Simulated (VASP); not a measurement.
Set up this calculation in VASP 6.6.1, as the native input.

* Task: single point
* Functional: PBE
* Dispersion: D3(BJ)
* Potentials or basis: VASP PAW PBE potentials, release 64 (C)
* Cutoff: 520 eV
* k mesh: 24 × 24 × 14
* Occupations: gaussian, width 0.1 eV
* Spin: no spin polarisation
* Dipole correction: no
* Further INCAR settings: ALGO = Normal; EDIFF = 1e-06; NBANDS = 11

The structure of C lies in POSCAR:

```
C
1.0
    2.4647381471      0.0000000000      0.0000000000
   -1.2323690736      2.1345258491      0.0000000000
    0.0000000000      0.0000000000      3.5674263868
C
2
Direct
    0.3333333333      0.6666666667      0.0000000000
    0.6666666667      0.3333333333      0.0000000000
```

One way to write it, as run:

INCAR

```
SYSTEM = C
PREC = Accurate ; ENCUT = 520
EDIFF = 1E-6 ; ISMEAR = 0
SIGMA = 0.1 ; LREAL = .False.
LASPH = .True. ; NELM = 80
ALGO = Normal ; ISIF = 2
LWAVE = .False. ; LCHARG = .False.
GGA = PE ; IVDW = 12
NBANDS = 11
```

KPOINTS

```
Automatic mesh
0
Gamma
  24 24 14
  0 0 0
```

Potentials or basis: VASP PAW PBE potentials, release 64 (C).

Launch:

```sh
$ cat potpaw_PBE.64/C/POTCAR > POTCAR
$ mpirun -np 1 vasp_std > vasp.out
```

It gave:

| Quantity | Value |
| --- | --- |
| Pressure | 0.4 GPa |
| Band gap on the k mesh | zero (bands 4 and 5 overlap by 0.93 eV) |
| Dispersion energy per atom | -0.145 eV |

Run time: 89 s on 1 thread of Intel Xeon 8259CL (shared host), peak memory 0.2 GiB.
